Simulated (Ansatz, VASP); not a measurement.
## One calculation of TiC, two programs

```xyz
2
Lattice="0.0406 2.1640 2.1640 2.1640 0.0406 2.1640 2.2046 2.2046 0.0000" Properties=species:S:1:pos:R:3 pbc="T T T"
Ti    0.0000    0.0000    0.0000
C     2.2046    2.2046    2.1640
```

Change from the starting cell: strain +0.0375 x Voigt [0, 0, 0, 0, 0, 1], atoms carried along.

Alike in both runs: task single point; functional PBE; k mesh 18 × 18 × 18; occupations gaussian, width 0.15 eV; no spin polarisation.

|  | VASP | Ansatz |
| --- | --- | --- |
| version | VASP 6.6.1 | Ansatz 0.2.0 |
| potentials or method | VASP PAW PBE potentials, release 64 (Ti_sv, C), cutoff 520 eV | scalar-relativistic, plane waves, PAW |
| valence electrons in the cell | 16 | 16 |

Ansatz gave:

```
gap on the k mesh at the Fermi level (eV)                     : none
pressure (GPa)                                                : 1.0
traceless stress, the component that is largest in VASP (GPa) : -6.35
```

What did VASP give for the same quantities?

gap on the k mesh at the Fermi level (eV): none; pressure (GPa): 1.2; traceless stress, the component that is largest in VASP (GPa): -6.32.

A gap of «none» marks a metal or a gap that the smearing closes.
